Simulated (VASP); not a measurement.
# TiO2 (P4_2/mnm) in VASP: a series of runs

Runs on TiO2. Level: LDA. Tasks: single point, relaxation of cell and atoms.

Program: VASP 6.6.1. These are calculated values, not measurements. Logs are shortened: lines on timing, memory, paths and dates and some standing lists are left out, and cuts for length are marked.

### 1 The cell of the first run

Symmetry: P4_2/mnm, No. 136, tetragonal system. Conventional cell: a = 4.548 Å, b = 4.548 Å, c = 2.917 Å, α = 90.00°, β = 90.00°, γ = 90.00°. Ti (site symmetry mmm) has 6 O at 1.93 to 1.96 Å within 2.6 Å. O (site symmetry m2m) has 3 Ti at 1.93 to 1.96 Å and 1 O at 2.52 Å within 2.6 Å.

### 2 Single point, LDA

INCAR reads:

```
ALGO     = Normal         # electronic algorithm
EDIFF    = 1E-6           # SCF threshold, eV
ENCUT    = 520            # plane-wave cutoff, eV
GGA      = CA             # functional
ISIF     = 2              # what is computed and relaxed
ISMEAR   = 0              # smearing method
LASPH    = T              # aspherical terms in the spheres
LCHARG   = F              # write CHGCAR
LREAL    = F              # projectors in reciprocal space
LWAVE    = F              # write WAVECAR
NBANDS   = 33             # bands
NELM     = 100            # most SCF steps
PREC     = Accurate       # precision mode
SIGMA    = 0.02           # smearing width, eV
```

KPOINTS reads:

```
k-points
0
Gamma
  6 6 10
```

POSCAR reads:

```
TiO2
1.0
    4.5481518691      0.0000000000      0.0000000000
    0.0000000000      4.5481518691      0.0000000000
    0.0000000000      0.0000000000      2.9171324522
Ti O
2 4
Direct
    0.5000000000      0.5000000000      0.0000000000
    0.0000000000      0.0000000000      0.5000000000
    0.6960303849      0.6960303849      0.5000000000
    0.8039696151      0.1960303849      0.0000000000
    0.1960303849      0.8039696151      0.0000000000
    0.3039696151      0.3039696151      0.5000000000
```

Potentials or basis: VASP PAW LDA potentials, release 64 (Ti_sv, O).

Started as:

```console
$ cat potpaw_LDA.64/Ti_sv/POTCAR potpaw_LDA.64/O/POTCAR > POTCAR
$ mpirun -np 1 vasp_std > vasp.out
```

OUTCAR:

```text
EDIFF = 1E-6
   ENCUT = 520
   GGA = CA
   ISIF = 2
   ISMEAR = 0
   LASPH = T
   LREAL = F
   NELM = 100
   PREC = Accurate

 ion  position               nearest neighbor table
   1  0.500  0.500  0.000-   3 1.93   6 1.93   3 1.93   6 1.93   5 1.96   4 1.96
   2  0.000  0.000  0.500-   4 1.93   5 1.93   4 1.93   5 1.93   3 1.96   6 1.96
   3  0.696  0.696  0.500-   1 1.93   1 1.93   2 1.96
   4  0.804  0.196  0.000-   2 1.93   2 1.93   1 1.96
   5  0.196  0.804  0.000-   2 1.93   2 1.93   1 1.96
   6  0.304  0.304  0.500-   1 1.93   1 1.93   2 1.96

  LATTYP: Found a simple tetragonal cell.
 ALAT       =     4.5481518691
 C/A-ratio  =     0.6413885323

  Lattice vectors:

 A1 = (   4.5481518691,   0.0000000000,   0.0000000000)
 A2 = (   0.0000000000,   4.5481518691,   0.0000000000)
 A3 = (   0.0000000000,   0.0000000000,   2.9171324522)

Analysis of symmetry for initial positions (statically):
=====================================================================
 Subroutine PRICEL returns:
 Original cell was already a primitive cell.

 Routine SETGRP: Setting up the symmetry group for a
 simple tetragonal supercell.

 Subroutine GETGRP returns: Found 16 space group operations
 (whereof  8 operations were pure point group operations)
 out of a pool of 16 trial point group operations.

The static configuration has the point symmetry D_2h.
 The point group associated with its full space group is D_4h.

Analysis of symmetry for dynamics (positions and initial velocities):
=====================================================================
 Subroutine PRICEL returns:
 Original cell was already a primitive cell.

 Routine SETGRP: Setting up the symmetry group for a
 simple tetragonal supercell.

 Subroutine GETGRP returns: Found 16 space group operations
 (whereof  8 operations were pure point group operations)
 out of a pool of 16 trial point group operations.

The dynamic configuration has the point symmetry D_2h.
 The point group associated with its full space group is D_4h.

 Subroutine INISYM returns: Found 16 space group operations
 (whereof  8 operations are pure point group operations),
 and found     1 'primitive' translations

----------------------------------------------------------------------------------------

                                     Primitive cell

  volume of cell :      60.3429

  direct lattice vectors                    reciprocal lattice vectors
     4.548151869  0.000000000  0.000000000     0.219869527  0.000000000  0.000000000
     0.000000000  4.548151869  0.000000000     0.000000000  0.219869527  0.000000000
     0.000000000  0.000000000  2.917132452     0.000000000  0.000000000  0.342802398

  length of vectors
     4.548151869  4.548151869  2.917132452     0.219869527  0.219869527  0.342802398

  position of ions in fractional coordinates (direct lattice)
     0.500000000  0.500000000  0.000000000
     0.000000000  0.000000000  0.500000000
     0.696030385  0.696030385  0.500000000
     0.803969615  0.196030385  0.000000000
     0.196030385  0.803969615  0.000000000
     0.303969615  0.303969615  0.500000000

  ion indices of the primitive-cell ions
   primitive index   ion index
                 1           1
                 2           2
                 3           3
                 4           4
                 5           5
                 6           6

----------------------------------------------------------------------------------------

 KPOINTS: k-points

Automatic generation of k-mesh.
 Grid dimensions read from file:
 generate k-points for:    6    6   10

 Generating k-lattice:

  Cartesian coordinates                     Fractional coordinates (reciprocal lattice)
     0.036644921  0.000000000  0.000000000     0.166666667  0.000000000  0.000000000
     0.000000000  0.036644921  0.000000000     0.000000000  0.166666667  0.000000000
     0.000000000  0.000000000  0.034280240     0.000000000  0.000000000  0.100000000

  Length of vectors
     0.036644921  0.036644921  0.034280240

  Shift w.r.t. Gamma in fractional coordinates (k-lattice)
     0.000000000  0.000000000  0.000000000

 Subroutine IBZKPT returns following result:
 ===========================================

 Found     60 irreducible k-points:

 Following reciprocal coordinates:
            Coordinates               Weight
  0.000000  0.000000  0.000000      1.000000
  0.166667  0.000000  0.000000      4.000000
  0.333333  0.000000  0.000000      4.000000
  0.500000  0.000000  0.000000      2.000000
  0.166667  0.166667  0.000000      4.000000
  0.333333  0.166667  0.000000      8.000000
[... 16 lines left out ...]
  0.333333  0.000000  0.200000      8.000000
  0.500000  0.000000  0.200000      4.000000
 [... further k-points ...]
   k-points           NKPTS =     60   k-points in BZ     NKDIM =     60   number of bands    NBANDS=     33
   number of dos      NEDOS =    301   number of ions     NIONS =      6
   total plane-waves  NPLWV =  31104
   dimension x,y,z NGX =    36 NGY =   36 NGZ =   24
   dimension x,y,z NGXF=    72 NGYF=   72 NGZF=   48
   ions per type =               2   4
   NGX,Y,Z   is equivalent  to a cutoff of  13.16, 13.16, 13.68 a.u.
   NGXF,Y,Z  is equivalent  to a cutoff of  26.32, 26.32, 27.35 a.u.
 SYSTEM =  unknown system
   PREC   = accura    normal or accurate (medium, high low for compatibility)
   ISTART =      0    job   : 0-new  1-cont  2-samecut
   ICHARG =      2    charge: 1-file 2-atom 10-const
   ISPIN  =      1    spin polarized calculation?
   LNONCOLLINEAR =      F non collinear calculations
   LSORBIT =      F    spin-orbit coupling
   LASPH  =      T    aspherical Exc in radial PAW
   ENCUT  =  520.0 eV  38.22 Ry    6.18 a.u.   8.46  8.46  5.42*2*pi/ulx,y,z
   NELM   =    100;   NELMIN=  2; NELMDL= -5     # of ELM steps
   EDIFF  = 0.1E-05   stopping-criterion for ELM
   LREAL  =      F    real-space projection
   EDIFFG = 0.1E-04   stopping-criterion for IOM
   NSW    =      0    number of steps for IOM
   IBRION =     -1    ionic relax: 0-MD 1-quasi-New 2-CG
   NFREE  =      0    steps in history (QN), initial steepest desc. (CG)
   ISIF   =      2    stress and relaxation
   ISYM   =      2    0-nonsym 1-usesym 2-fastsym
   POTIM  = 0.5000    time-step for ionic-motion
   TEBEG  =    0.0;   TEEND  =   0.0 temperature during run
   PSTRESS=    0.0 pullay stress
   NELECT =      48.0000    total number of electrons
   NUPDOWN=      -1.0000    fix difference up-down
   EMIN   =  10.00;   EMAX   =-10.00  energy-range for DOS
   EFERMI =   0.00;   METHOD = LEGACY
   ISMEAR =     0;   SIGMA  =   0.02  broadening in eV -4-tet -1-fermi 0-gaus
   EFERMI_NEDOS =   21; number of points for ismear=-14 and -15
   IALGO  =     38    algorithm
   IMIX   =      4    mixing-type and parameters
     AMIX     =   0.40;   BMIX     =  1.00
     AMIX_MAG =   1.60;   BMIX_MAG =  1.00
  volume/ion in A,a.u.               =      10.06        67.87
  Fermi-wavevector in a.u.,A,eV,Ry     =   1.516864  2.866457 31.305311  2.300875
  Thomas-Fermi vector in A             =   2.626196
   LORBIT       =      0    0 simple, 1 ext, 2 COOP (PROOUT), +10 PAW based schemes
   GGA     = CA    functional components
   LHFCALC =     F    Hartree Fock is set to
   AEXX    =    0.0000 exact exchange contribution
   IVDW    =     0    specifies the selected vdW correction
   LEPSILON=     F    determine dielectric tensor
   LRPA    =     F    only Hartree local field effects (RPA)
 non-spin polarized calculation
 Gauss-broadening in eV      SIGMA  =   0.02
  energy-cutoff  :      520.00
  volume of cell :       60.34
 maximum number of plane-waves:      1640
 NGX is ok and might be reduce to    36
   NGX = 17   NGY = 17   NGZ = 11

 number of electron      48.0000007 magnetization

 Free energy of the ion-electron system (eV)
  ---------------------------------------------------
  ext. energy  EPLUGINS =         0.00000000
  ---------------------------------------------------
  free energy    TOTEN  =       -58.77737875 eV

  energy without entropy =      -58.77737875  energy(sigma->0) =      -58.77737875

 E-fermi :   5.1436     XC(G=0): -12.1723

 val. band max:        4.9195324081   @ k =   0.0000   0.0000   0.0000
 cond. band min:       6.7489061276   @ k =   0.0000   0.0000   0.0000
 fundamental gap:      1.8293737195
 Fermi energy:         5.1435527927

 k-point     1 :       0.0000    0.0000    0.0000
  band No.  band energies     occupation
      1     -51.1581      2.00000
      2     -51.1359      2.00000
      3     -27.9046      2.00000
      4     -27.9046      2.00000
      5     -27.7084      2.00000
      6     -27.7084      2.00000
[... 25 lines left out ...]
     32      11.8197      0.00000
     33      11.8382      0.00000

 k-point     2 :       0.1667    0.0000    0.0000
  band No.  band energies     occupation
      1     -51.1566      2.00000
      2     -51.1374      2.00000
      3     -27.8937      2.00000
      4     -27.8926      2.00000
      5     -27.7219      2.00000
      6     -27.7207      2.00000
[... 25 lines left out ...]
     32      11.7169      0.00000
     33      11.7388      0.00000

 k-point     3 :       0.3333    0.0000    0.0000
  band No.  band energies     occupation
      1     -51.1525      2.00000
      2     -51.1414      2.00000
      3     -27.8643      2.00000
      4     -27.8611      2.00000
      5     -27.7563      2.00000
      6     -27.7530      2.00000
[... 25 lines left out ...]
     32      11.5109      0.00000
     33      11.5531      0.00000

 k-point     4 :       0.5000    0.0000    0.0000
  band No.  band energies     occupation
      1     -51.1470      2.00000
      2     -51.1470      2.00000
      3     -27.8357      2.00000
      4     -27.8357      2.00000
      5     -27.7831      2.00000
      6     -27.7831      2.00000
[... 673 lines left out ...]
     32      11.1084      0.00000
     33      11.3153      0.00000

 k-point    23 :       0.3333    0.0000    0.2000
  band No.  band energies     occupation
      1     -51.1337      2.00000
      2     -51.1247      2.00000
      3     -27.8732      2.00000
      4     -27.8496      2.00000
      5     -27.8142      2.00000
      6     -27.7977      2.00000
[... 25 lines left out ...]
     32      10.7034      0.00000
     33      11.3126      0.00000

 k-point    24 :       0.5000    0.0000    0.2000
  band No.  band energies     occupation
      1     -51.1291      2.00000
      2     -51.1291      2.00000
      3     -27.8641      2.00000
      4     -27.8641      2.00000
      5     -27.7883      2.00000
      6     -27.7883      2.00000
[... 25 lines left out ...]
     32      10.5229      0.00000
     33      11.7273      0.00000

 [... further k-points ...]
[... 5 lines left out ...]
  --------------------------------------------------------------------------------------
  -------------------------------------------------------------------------------------
  Total        0.4162106      0.4162106      0.5959279      0.0000000      0.0000000      0.0000000
  in kB       11.0508990     11.0508990     15.8226151      0.0000000      0.0000000      0.0000000
  external PRESSURE =      12.6414710 kB  Pullay stress =       0.0000000 kB

 VOLUME and BASIS-vectors are now :
 -----------------------------------------------------------------------------
  energy-cutoff  :      520.00
  volume of cell :       60.34
      direct lattice vectors                 reciprocal lattice vectors
     4.548151869  0.000000000  0.000000000     0.219869527  0.000000000  0.000000000
     0.000000000  4.548151869  0.000000000     0.000000000  0.219869527  0.000000000
     0.000000000  0.000000000  2.917132452     0.000000000  0.000000000  0.342802398

 POSITION                                       TOTAL-FORCE (eV/Angst)
 -----------------------------------------------------------------------------------
      2.27408      2.27408      0.00000         0.000000      0.000000      0.000000
      0.00000      0.00000      1.45857         0.000000      0.000000      0.000000
      3.16565      3.16565      1.45857         0.027239      0.027239     -0.000000
      3.65658      0.89158      0.00000        -0.027239      0.027239     -0.000000
      0.89158      3.65658      0.00000         0.027239     -0.027239      0.000000
      1.38250      1.38250      1.45857        -0.027239     -0.027239      0.000000
 -----------------------------------------------------------------------------------
    total drift:                                0.000000      0.000000      0.000000

  FREE ENERGIE OF THE ION-ELECTRON SYSTEM (eV)
  ---------------------------------------------------
  free  energy   TOTEN  =       -58.7773787518 eV

  energy  without entropy=      -58.7773787518  energy(sigma->0) =      -58.77737875
```

Run time: 65 s. Hardware: 1 thread of Intel Xeon 6975P-C (Granite Rapids), shared host; peak memory 0.21 GiB.

What came out:

| Item | Value |
| --- | --- |
| Free energy | -58.7774 eV |
| Pressure | 1.3 GPa |
| Largest force | 0.039 eV/Å |
| Band gap on the k mesh | 1.83 eV, direct |

Forces in eV/Å, atoms in the order of the input:
```
Ti   0.000  0.000  0.000
Ti   0.000  0.000  0.000
O    0.027  0.027  0.000
O   -0.027  0.027  0.000
O    0.027 -0.027  0.000
O   -0.027 -0.027  0.000
```

Levels at points of the mesh, in eV from the valence-band top:
```
           k point  band 20  band 21  band 22  band 23  band 24  band 25  band 26  band 27  band 28  band 29
(0.00, 0.00, 0.00)    -2.01    -0.69    -0.47    -0.47     0.00     1.83     2.11     2.42     2.53     2.53
(0.50, 0.00, 0.00)    -3.17    -1.69    -1.69    -0.79    -0.79     2.55     2.55     3.11     3.11     3.68
(0.50, 0.50, 0.00)    -2.36    -1.31    -1.31    -1.11    -1.11     1.87     1.87     2.56     2.56     3.98
(0.00, 0.00, 0.50)    -2.85    -2.58    -2.58    -1.47    -1.47     3.05     3.05     3.29     3.29     3.77
(0.50, 0.00, 0.50)    -2.45    -2.15    -2.15    -1.11    -1.11     1.87     1.87     3.31     3.31     4.05
(0.50, 0.50, 0.50)    -2.82    -1.39    -1.39    -0.68    -0.68     2.62     2.62     3.25     3.25     3.34
```

A k mesh can miss the band edges.

### 3 Relaxation of cell and atoms, LDA

INCAR reads:

```
PREC     = Accurate       # precision mode
ENCUT    = 600            # plane-wave cutoff, eV
EDIFF    = 1E-6           # SCF threshold, eV
ISMEAR   = 0              # smearing method
SIGMA    = 0.02           # smearing width, eV
LREAL    = False          # projectors in reciprocal space
LASPH    = True           # aspherical terms in the spheres
NELM     = 80             # most SCF steps
ALGO     = Normal         # electronic algorithm
ISIF     = 3              # what is computed and relaxed
LWAVE    = False          # write WAVECAR
LCHARG   = False          # write CHGCAR
IBRION   = 2              # ionic algorithm
NSW      = 100            # ionic steps
EDIFFG   = -0.005         # ionic threshold
```

KPOINTS reads:

```
Automatic mesh
0
Gamma
  6 6 10
```

POSCAR reads:

```
TiO2
1.0
    4.5484653022      0.0000000000      0.0000000000
    0.0000000000      4.5484653022      0.0000000000
    0.0000000000      0.0000000000      2.9188689621
Ti O
2 4
Direct
    0.5000000000      0.5000000000      0.0000000000
    0.0000000000      0.0000000000      0.5000000000
    0.6959626572      0.6959626572      0.5000000000
    0.8040373428      0.1959626572      0.0000000000
    0.1959626572      0.8040373428      0.0000000000
    0.3040373428      0.3040373428      0.5000000000
```

Potentials or basis: VASP PAW LDA potentials, release 64 (Ti_sv, O).

Started as:

```console
$ cat potpaw_LDA.64/Ti_sv/POTCAR potpaw_LDA.64/O/POTCAR > POTCAR
$ mpirun -np 1 vasp_std > vasp.out
```

Run time: 2.9 min. Hardware: 1 thread of Intel Xeon 6975P-C (Granite Rapids), shared host; peak memory 0.22 GiB.

It converged, with:

* Free energy: -58.7879 eV
* Relaxed volume: 10.09 Å³/atom
* Relaxed cell: a = 4.552 Å, b = 4.552 Å, c = 2.922 Å, α = 90.00°, β = 90.00°, γ = 90.00°
* Space group after relaxing (to 0.05 Å): P4_2/mnm (No. 136)
* Energy gained by relaxing: 0.1 meV/atom
* Ionic steps: 7
* Pressure after relaxing: 0.0 GPa
* Largest force after relaxing: 0.004 eV/Å
* Band gap on the k mesh: 1.82 eV, direct

Forces in eV/Å, atoms in the order of the input:
```
Ti   0.000  0.000  0.000
Ti   0.000  0.000  0.000
O    0.003  0.003  0.000
O   -0.003  0.003  0.000
O    0.003 -0.003  0.000
O   -0.003 -0.003  0.000
```

Step by step:
```
step  energy change (eV)  largest force (eV/Å)  pressure (GPa)  volume (Å³)
   1              0.0000                0.0414            0.78        60.39
   2              0.0005                0.0389           -1.17        60.82
   3             -0.0005                0.0075           -0.02        60.56
   4             -0.0005                0.0081           -0.06        60.56
   5             -0.0004                0.0246            0.37        60.47
   6             -0.0005                0.0093            0.04        60.55
   7             -0.0005                0.0037            0.02        60.55
```

Final structure:
```cif
data_structure
_symmetry_space_group_name_H-M 'P 1'
_symmetry_Int_Tables_number 1
_cell_length_a 4.5523
_cell_length_b 4.5523
_cell_length_c 2.9219
_cell_angle_alpha 90.000
_cell_angle_beta 90.000
_cell_angle_gamma 90.000
_cell_volume 60.55
loop_
_atom_site_label
_atom_site_type_symbol
_atom_site_fract_x
_atom_site_fract_y
_atom_site_fract_z
_atom_site_occupancy
Ti1 Ti 0.50000 0.50000 0.00000 1
Ti2 Ti 0.00000 0.00000 0.50000 1
O1 O 0.69613 0.69613 0.50000 1
O2 O 0.80387 0.19613 0.00000 1
O3 O 0.19613 0.80387 0.00000 1
O4 O 0.30387 0.30387 0.50000 1
```

Levels at points of the mesh, in eV from the valence-band top:
| k point | band 20 | band 21 | band 22 | band 23 | band 24 | band 25 | band 26 | band 27 | band 28 |
| --- | --- | --- | --- | --- | --- | --- | --- | --- | --- |
| (0.00, 0.00, 0.00) | -2.02 | -0.70 | -0.48 | -0.48 | 0.00 | 1.82 | 2.10 | 2.40 | 2.51 |
| (0.50, 0.00, 0.00) | -3.17 | -1.69 | -1.69 | -0.78 | -0.78 | 2.53 | 2.53 | 3.09 | 3.09 |
| (0.50, 0.50, 0.00) | -2.35 | -1.32 | -1.32 | -1.11 | -1.11 | 1.86 | 1.86 | 2.54 | 2.54 |
| (0.00, 0.00, 0.50) | -2.85 | -2.57 | -2.57 | -1.47 | -1.47 | 3.04 | 3.04 | 3.26 | 3.26 |
| (0.50, 0.00, 0.50) | -2.45 | -2.15 | -2.15 | -1.10 | -1.10 | 1.86 | 1.86 | 3.29 | 3.29 |
| (0.50, 0.50, 0.50) | -2.82 | -1.38 | -1.38 | -0.68 | -0.68 | 2.61 | 2.61 | 3.23 | 3.23 |
